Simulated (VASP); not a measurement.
The system is Rh.

```
Rh
1.0
     0.00000    1.90081    1.90081
     1.90081    0.00000    1.90081
     1.90081    1.90081    0.00000
Rh
1
Direct
  0.00000 0.00000 0.00000
```

Base run:

| Property | Result |
| --- | --- |
| Program | VASP 6.6.1 |
| Functional | r2SCAN |
| Potentials or basis | VASP PAW PBE potentials, release 64 (Rh_sv_GW) |
| Cutoff | 680 eV |
| k mesh | 9 × 9 × 9 |
| Occupations | fermi-dirac, width 0.1 eV |
| Spin | no spin polarisation |

Its results: band gap on the k mesh zero (an odd number of electrons rules out a gap without spin polarisation); pressure 0.2 GPa.

**Question.** After a change of settings the same cell gave: band gap on the k mesh zero (an odd number of electrons rules out a gap without spin polarisation); pressure -7.7 GPa. Which change was it?
A. k mesh from 9 × 9 × 9 to 11 × 11 × 11
B. k mesh from 9 × 9 × 9 to 4 × 4 × 4
C. k mesh from 9 × 9 × 9 to 14 × 14 × 14; occupations from fermi-dirac, width 0.1 eV to fermi-dirac, width 0.03 eV
D. k mesh from 9 × 9 × 9 to 5 × 5 × 5

**Answer.** B.

Caveats: some runs use coarse meshes; the PAW data sets were made with another functional, which shifts forces and pressure a little.
